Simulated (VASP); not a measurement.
# Si2Ni (P-1) in VASP: single point with PBEsol

Aim: the single point of Si2Ni with PBEsol.

Program: VASP 6.6.1. These are calculated values, not measurements. Logs are shortened: lines on timing, memory, paths and dates and some standing lists are left out, and cuts for length are marked.

### Step 1. The cell of the first run

The typed cell holds 3 atoms: a = 3.790 Å, b = 3.716 Å, c = 3.843 Å, α = 60.56°, β = 59.85°, γ = 60.13°.

### Step 2. Single point, PBEsol, collinear spin, zero start

Input file INCAR:

```
ALGO = Normal
EDIFF = 1E-6
ENCUT = 690
GGA = PS
GGA_COMPAT = F
ISIF = 2
ISMEAR = 1
ISPIN = 2
LASPH = T
LCHARG = T
LELF = T
LMAXMIX = 4
LORBIT = 11
LREAL = F
LVHAR = T
LWAVE = F
MAGMOM = 0 0 0
NBANDS = 24
NELM = 200
NUPDOWN = 0.0
PREC = Accurate
SIGMA = 0.1
```

Input file KPOINTS:

```
Automatic mesh
0
Gamma
  2 2 2
  0 0 0.5
```

Input file POSCAR:

```
Si2Ni
1.0
   -0.0032782057      2.7077028936      2.6512695225
    2.6283035382      0.0208522985      2.6271390183
    2.6897198759      2.7449887271     -0.0405640392
Si Ni
2 1
Direct
    0.2500000000      0.2500000000      0.2500000000
    0.7500000000      0.7500000000      0.7500000000
    0.0000000000      0.0000000000      0.0000000000
```

Potentials or basis: VASP PAW PBE potentials, release 64 (Si, Ni_sv_GW).

On the command line:

```bash
$ cat potpaw_PBE.64/Si/POTCAR potpaw_PBE.64/Ni_sv_GW/POTCAR > POTCAR
$ mpirun -np 1 vasp_std > vasp.out
```

OUTCAR:

```text
EDIFF = 1E-6
   ENCUT = 690
   GGA = PS
   ISIF = 2
   ISMEAR = 1
   ISPIN = 2
   LASPH = T
   LORBIT = 11
   LREAL = F
   NELM = 200
   NUPDOWN = 0.0
   PREC = Accurate

 ion  position               nearest neighbor table
   1  0.250  0.250  0.250-   3 2.29   3 2.31   3 2.32   3 2.36   2 2.66   2 2.66   2 2.66   2 2.66
                             2 2.72   2 2.72
   2  0.750  0.750  0.750-   3 2.29   3 2.31   3 2.32   3 2.36   1 2.66   1 2.66   1 2.66   1 2.66
                             1 2.72   1 2.72
   3  0.000  0.000  0.000-   2 2.29   1 2.29   2 2.31   1 2.31   2 2.32   1 2.32   2 2.36   1 2.36

  LATTYP: Found a triclinic cell.
 ALAT       =     3.7609800420
 B/A-ratio  =     1.0124578090
 C/A-ratio  =     0.9880982145
 COS(alpha) =     0.0004927588
 COS(beta)  =     0.4863246036
 COS(gamma) =     0.4923906662

  Lattice vectors:

 A1 = (   2.6315817439,  -2.6868505951,  -0.0241305042)
 A2 = (   2.6929980816,   0.0372858335,  -2.6918335617)
 A3 = (   2.6283035382,   0.0208522985,   2.6271390183)

Analysis of symmetry for initial positions (statically):
=====================================================================
 Subroutine PRICEL returns:
 Original cell was already a primitive cell.

 Routine SETGRP: Setting up the symmetry group for a
 triclinic supercell.

 Subroutine GETGRP returns: Found  2 space group operations
 (whereof  2 operations were pure point group operations)
 out of a pool of  2 trial point group operations.

The static configuration has the point symmetry S_2 .

Analysis of symmetry for dynamics (positions and initial velocities):
=====================================================================
 Subroutine PRICEL returns:
 Original cell was already a primitive cell.

 Routine SETGRP: Setting up the symmetry group for a
 triclinic supercell.

 Subroutine GETGRP returns: Found  2 space group operations
 (whereof  2 operations were pure point group operations)
 out of a pool of  2 trial point group operations.

The dynamic configuration has the point symmetry S_2 .

Analysis of structural, dynamic, and magnetic symmetry:
=====================================================================
 Subroutine PRICEL returns:
 Original cell was already a primitive cell.

 Routine SETGRP: Setting up the symmetry group for a
 triclinic supercell.
[... 109 lines left out ...]
  Thomas-Fermi vector in A             =   2.556336
   LORBIT       =     11    0 simple, 1 ext, 2 COOP (PROOUT), +10 PAW based schemes
   GGA     = PS    functional components
   LHFCALC =     F    Hartree Fock is set to
   AEXX    =    0.0000 exact exchange contribution
   IVDW    =     0    specifies the selected vdW correction
   LEPSILON=     F    determine dielectric tensor
   LRPA    =     F    only Hartree local field effects (RPA)
 spin polarized calculation
 Methfessel and Paxton  Order N= 1 SIGMA  =   0.10
  energy-cutoff  :      690.00
  volume of cell :       38.42
 maximum number of plane-waves:      1584
   NGX = 17   NGY = 15   NGZ = 17

 number of electron      25.9999992 magnetization      -0.0000000

 number of electron      25.9999992 magnetization       0.0000000

 Free energy of the ion-electron system (eV)
  ---------------------------------------------------
  ext. energy  EPLUGINS =         0.00000000
  ---------------------------------------------------
  free energy    TOTEN  =       -19.54201268 eV

  energy without entropy =      -19.54544706  energy(sigma->0) =      -19.54315748

 E-fermi :  10.4079     XC(G=0): -12.0039

 val. band max:       10.3315623533   @ k =   0.0000  -0.0000   0.2500
 cond. band min:      10.4756610406   @ k =  -0.0000   0.5000   0.2500
 fundamental gap:      0.1440986873
 Fermi energy:        10.4079197900

 spin component 1

 k-point     1 :       0.0000   -0.0000    0.2500
  band No.  band energies     occupation
      1     -94.3191      1.00000
      2     -54.9635      1.00000
      3     -54.9276      1.00000
      4     -54.6727      1.00000
      5      -2.9070      1.00000
      6       3.1296      1.00000
[... 97 lines left out ...]
     23      23.2518      0.00000
     24      26.0709      0.00000
 Fermi energy:        10.4079234135

 spin component 2

 k-point     1 :       0.0000   -0.0000    0.2500
  band No.  band energies     occupation
      1     -94.3191      1.00000
      2     -54.9635      1.00000
      3     -54.9276      1.00000
      4     -54.6727      1.00000
      5      -2.9070      1.00000
      6       3.1296      1.00000
[... 97 lines left out ...]
     23      23.2518      0.00000
     24      26.0706      0.00000

------------------------ aborting loop because EDIFF is reached ----------------------------------------

  FORCE on cell =-STRESS in cart. coord.  units (eV):
  Direction    XX          YY          ZZ          XY          YZ          ZX
  --------------------------------------------------------------------------------------
  -------------------------------------------------------------------------------------
  Total       -0.2072239     -0.3201367      0.2934512     -2.0459929      1.9948055      2.0683538
  in kB       -8.6404567    -13.3484948     12.2358098    -85.3101869     83.1758629     86.2425496
  external PRESSURE =      -3.2510472 kB  Pullay stress =       0.0000000 kB

 VOLUME and BASIS-vectors are now :
 -----------------------------------------------------------------------------
  energy-cutoff  :      690.00
  volume of cell :       38.42
      direct lattice vectors                 reciprocal lattice vectors
    -0.003278206  2.707702894  2.651269522    -0.187698473  0.186672312  0.186300005
     2.628303538  0.020852299  2.627139018     0.192258720 -0.185583352  0.189771292
     2.689719876  2.744988727 -0.040564039     0.183688427  0.181573306 -0.185211045

 POSITION                                       TOTAL-FORCE (eV/Angst)
 -----------------------------------------------------------------------------------
      1.32869      1.36839      1.30946         0.441563      0.732122     -0.664607
      3.98606      4.10516      3.92838        -0.441563     -0.732122      0.664607
      0.00000      0.00000      0.00000         0.000000     -0.000000     -0.000000
 -----------------------------------------------------------------------------------
    total drift:                                0.000000     -0.000000      0.000000

  FREE ENERGIE OF THE ION-ELECTRON SYSTEM (eV)
  ---------------------------------------------------
  free  energy   TOTEN  =       -19.5420126830 eV

  energy  without entropy=      -19.5454470626  energy(sigma->0) =      -19.54315748

 total charge

# of ion       s       p       d       f       tot
--------------------------------------------------
    1        0.695   0.889   0.000   0.000   1.584
    2        0.695   0.889   0.000   0.000   1.584
    3        2.270   6.557   7.820   0.004  16.651
--------------------------------------------------
tot          3.659   8.336   7.820   0.004  19.819

 magnetization (x)

# of ion       s       p       d       f       tot
--------------------------------------------------
    1        0.000   0.000   0.000   0.000   0.000
    2        0.000   0.000   0.000   0.000   0.000
    3        0.000  -0.000  -0.000   0.000  -0.000
--------------------------------------------------
tot          0.000  -0.000  -0.000   0.000  -0.000
```

It took 34 s on 1 thread of AMD EPYC 7R13 (Zen 3), shared host; peak memory 0.19 GiB.

Results:

- Free energy: -19.5420 eV
- Pressure: -0.3 GPa
- Largest force: 1.083 eV/Å
- Net moment: 0.00 μB per cell
- Valence electrons inside the program's atomic spheres: Si 1.58; Ni 16.65

Forces in eV/Å, atoms in the order of the input:
```
Si   0.442  0.732 -0.665
Si  -0.442 -0.732  0.665
Ni   0.000  0.000  0.000
```

Stress tensor (GPa, compression positive):
```
-0.86 -8.53  8.62
-8.53 -1.33  8.32
 8.62  8.32  1.22
```

Caveat: the k points lie up to 1.03 Å⁻¹ apart, too coarse for converged energies, forces and pressures; the PAW data sets were made with another functional, which shifts forces and pressure a little; the total moment is fixed, so each spin has its own Fermi level.
